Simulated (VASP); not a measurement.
# Sb (C2/m) in VASP: further runs, part 2 of 3

VASP 6.6.1. The steps go on from the part before.

**4. Electric field gradients, PBE (equal xy, yz and zx shear strains of -1 %)**

INCAR

```
ALGO     = Normal         # electronic algorithm
EDIFF    = 1E-8           # SCF threshold, eV
ENCUT    = 520            # plane-wave cutoff, eV
GGA      = PE             # functional
ISIF     = 2              # what is computed and relaxed
ISMEAR   = -1             # smearing method
LASPH    = T              # aspherical terms in the spheres
LCHARG   = F              # write CHGCAR
LEFG     = T            
LREAL    = F              # projectors in reciprocal space
LWAVE    = F              # write WAVECAR
NBANDS   = 8              # bands
NELM     = 60             # most SCF steps
PREC     = Accurate       # precision mode
SIGMA    = 0.05           # smearing width, eV
```

KPOINTS

```
k-points
0
Gamma
  19 19 19
```

POSCAR

```
Sb
1.0
   -1.5249250000      1.5001250000      2.4800000000
    1.5001250000     -1.5249250000      2.4800000000
    1.5098750000      1.5098750000     -2.4950500000
Sb
1
Direct
    0.0000000000      0.0000000000      0.0000000000
```

Potentials or basis: VASP PAW PBE potentials, release 64 (Sb).

The run is started by

```
> cat potpaw_PBE.64/Sb/POTCAR > POTCAR
> mpirun -np 1 vasp_std > vasp.out
```

OUTCAR:

```text
EDIFF = 1E-8
   ENCUT = 520
   GGA = PE
   ISIF = 2
   ISMEAR = -1
   LASPH = T
   LREAL = F
   NELM = 60
   PREC = Accurate

 ion  position               nearest neighbor table
   1  0.000  0.000  0.000-

  Warning from LATTYP: Got some problem with cell dimensions!
  Tried to take original basis but could not verify dimensions!
  LATTYP: Found a base centered monoclinic cell.
 ALAT       =     4.2356058616
 B/A-ratio  =     1.0100247465
 C/A-ratio  =     0.7645528026
 COS(beta)  =    -0.6431197510

  Lattice vectors:

 A1 = (  -3.0100000000,   0.0150500000,   0.0150500000)
 A2 = (   0.0150500000,  -3.0100000000,   0.0150500000)
 A3 = (   1.4850750000,   1.4850750000,   2.4649500000)

Analysis of symmetry for initial positions (statically):
=====================================================================
 Subroutine PRICEL returns:
 Original cell was already a primitive cell.

 Routine SETGRP: Setting up the symmetry group for a
 base centered monoclinic supercell.

 Subroutine GETGRP returns: Found  4 space group operations
 (whereof  4 operations were pure point group operations)
 out of a pool of  4 trial point group operations.

The static configuration has the point symmetry C_2h.

Analysis of symmetry for dynamics (positions and initial velocities):
=====================================================================
 Subroutine PRICEL returns:
 Original cell was already a primitive cell.

 Routine SETGRP: Setting up the symmetry group for a
 base centered monoclinic supercell.

 Subroutine GETGRP returns: Found  4 space group operations
 (whereof  4 operations were pure point group operations)
 out of a pool of  4 trial point group operations.

The dynamic configuration has the point symmetry C_2h.

 Subroutine INISYM returns: Found  4 space group operations
 (whereof  4 operations are pure point group operations),
 and found     1 'primitive' translations

----------------------------------------------------------------------------------------

                                     Primitive cell

  volume of cell :      22.4674

  direct lattice vectors                    reciprocal lattice vectors
    -1.524925000  1.500125000  2.480000000     0.002682742  0.333255790  0.203292596
     1.500125000 -1.524925000  2.480000000     0.333255790  0.002682742  0.203292596
     1.509875000  1.509875000 -2.495050000     0.333912170  0.333912170  0.003339122

  length of vectors
     3.275083399  3.275083399  3.284009673     0.390377379  0.390377379  0.472234925

  position of ions in fractional coordinates (direct lattice)
     0.000000000  0.000000000  0.000000000

  ion indices of the primitive-cell ions
   primitive index   ion index
                 1           1

----------------------------------------------------------------------------------------

 KPOINTS: k-points

Automatic generation of k-mesh.
 Grid dimensions read from file:
 generate k-points for:   19   19   19
[... 70 lines left out ...]
   ISIF   =      2    stress and relaxation
   ISYM   =      2    0-nonsym 1-usesym 2-fastsym
   POTIM  = 0.5000    time-step for ionic-motion
   TEBEG  =    0.0;   TEEND  =   0.0 temperature during run
   PSTRESS=    0.0 pullay stress
   NELECT =       5.0000    total number of electrons
   NUPDOWN=      -1.0000    fix difference up-down
   EMIN   =  10.00;   EMAX   =-10.00  energy-range for DOS
   EFERMI =   0.00;   METHOD = LEGACY
   ISMEAR =    -1;   SIGMA  =   0.05  broadening in eV -4-tet -1-fermi 0-gaus
   EFERMI_NEDOS =   21; number of points for ismear=-14 and -15
   IALGO  =     38    algorithm
   IMIX   =      4    mixing-type and parameters
     AMIX     =   0.40;   BMIX     =  1.00
     AMIX_MAG =   1.60;   BMIX_MAG =  1.00
  volume/ion in A,a.u.               =      22.47       151.62
  Fermi-wavevector in a.u.,A,eV,Ry     =   0.992082  1.874763 13.391213  0.984226
  Thomas-Fermi vector in A             =   2.123869
   LORBIT       =      0    0 simple, 1 ext, 2 COOP (PROOUT), +10 PAW based schemes
   GGA     = PE    functional components
   LHFCALC =     F    Hartree Fock is set to
   AEXX    =    0.0000 exact exchange contribution
   IVDW    =     0    specifies the selected vdW correction
   LEPSILON=     F    determine dielectric tensor
   LRPA    =     F    only Hartree local field effects (RPA)
 non-spin polarized calculation
  energy-cutoff  :      520.00
  volume of cell :       22.47
 maximum number of plane-waves:       628
   NGX = 13   NGY = 13   NGZ = 13

 number of electron       5.0000000 magnetization

 Free energy of the ion-electron system (eV)
  ---------------------------------------------------
  ext. energy  EPLUGINS =         0.00000000
  ---------------------------------------------------
  free energy    TOTEN  =        -3.58712474 eV

  energy without entropy =       -3.58245796  energy(sigma->0) =       -3.58479135

 E-fermi :  11.1480     XC(G=0): -11.0392

 val. band max:       11.1435311869   @ k =  -0.3158   0.2632   0.4737
 cond. band min:      11.1484242135   @ k =  -0.0526   0.3158   0.3684
 fundamental gap:      0.0048930266
 Fermi energy:        11.1480424184

 k-point     1 :       0.0000    0.0000    0.0000
  band No.  band energies     occupation
      1      -3.4163      2.00000
      2      17.5530      0.00000
      3      17.8864      0.00000
      4      17.9193      0.00000
      5      21.1804      0.00000
      6      21.5516      0.00000
      7      22.2013      0.00000
      8      22.2917      0.00000
[... 243 lines left out ...]
 k-point    24 :      -0.2632    0.0526    0.0000
  band No.  band energies     occupation
      1      -1.8896      2.00000
      2      10.5888      1.99997
      3      14.8454      0.00000
      4      17.1185      0.00000
      5      19.3832      0.00000
      6      21.4604      0.00000
      7      22.8537      0.00000
      8      23.8485      0.00000

 [... further k-points ...]

------------------------ aborting loop because EDIFF is reached ----------------------------------------

  FORCE on cell =-STRESS in cart. coord.  units (eV):
  Direction    XX          YY          ZZ          XY          YZ          ZX
  --------------------------------------------------------------------------------------
  -------------------------------------------------------------------------------------
  Total        2.7925737      2.7925737      2.5073138     -0.0188038      0.0212289      0.0212289
  in kB      199.1421719    199.1421719    178.7999084     -1.3409211      1.5138599      1.5138595
  external PRESSURE =     192.3614174 kB  Pullay stress =       0.0000000 kB

 VOLUME and BASIS-vectors are now :
 -----------------------------------------------------------------------------
  energy-cutoff  :      520.00
  volume of cell :       22.47
      direct lattice vectors                 reciprocal lattice vectors
    -1.524925000  1.500125000  2.480000000     0.002682742  0.333255790  0.203292596
     1.500125000 -1.524925000  2.480000000     0.333255790  0.002682742  0.203292596
     1.509875000  1.509875000 -2.495050000     0.333912170  0.333912170  0.003339122

 POSITION                                       TOTAL-FORCE (eV/Angst)
 -----------------------------------------------------------------------------------
      0.00000      0.00000      0.00000         0.000000      0.000000      0.000000
 -----------------------------------------------------------------------------------
    total drift:                                0.000000      0.000000      0.000000

  FREE ENERGIE OF THE ION-ELECTRON SYSTEM (eV)
  ---------------------------------------------------
  free  energy   TOTEN  =        -3.5871247412 eV

  energy  without entropy=       -3.5824579595  energy(sigma->0) =       -3.58479135

 Electric field gradients (V/A^2)
---------------------------------------------------------------------
 ion       V_xx      V_yy      V_zz      V_xy      V_xz      V_yz
---------------------------------------------------------------------
   1     -18.322   -18.322    36.644    -1.505     2.680     2.680
---------------------------------------------------------------------

 Electric field gradients after diagonalization (V/A^2)
 (convention: |V_zz| > |V_xx| > |V_yy|)
----------------------------------------------------------------------
 ion       V_xx      V_yy      V_zz     asymmetry (V_yy - V_xx)/ V_zz
----------------------------------------------------------------------
   1     -20.080   -16.817    36.897       0.088
----------------------------------------------------------------------

           NMR quadrupolar parameters

 Cq : quadrupolar parameter    Cq=e*Q*V_zz/h
 eta: asymmetry parameters     (V_yy - V_xx)/ V_zz
 Q  : nuclear electric quadrupole moment in mb (millibarn)
----------------------------------------------------------------------
 ion       Cq(MHz)       eta       Q (mb)
----------------------------------------------------------------------
   1       0.089       0.088       1.000
----------------------------------------------------------------------
```

Run time: 1.7 min. Hardware: 1 thread of Intel Xeon Platinum 8488C (Sapphire Rapids), shared host; peak memory 0.42 GiB.

Results:

```
Free energy                             : -3.5871 eV
Pressure                                : 19.2 GPa
Band gap on the k mesh                  : zero (an odd number of electrons rules out a gap without spin polarisation)
Largest electric field gradient by atom : Sb +36.9 V/Å²
```

Electric field gradients, principal values (V/Å²):
```tsv
atom	least	middle	greatest (by size)
1 Sb	-16.817	-20.080	36.897
```

Caveat: the cell differs from its parent crystal (equal xy, yz and zx shear strains of -1 %); the cell stands under pressure; without QUAD_EFG the Cq values of the log hold for a quadrupole moment of 1 mb, not for the nuclei; spin-orbit coupling is left out, which moves the levels of the heavy elements; an odd number of electrons without spin polarisation forces a metal; a magnetic or distorted state may lie lower.

(Part 2 of 3 ends here.)
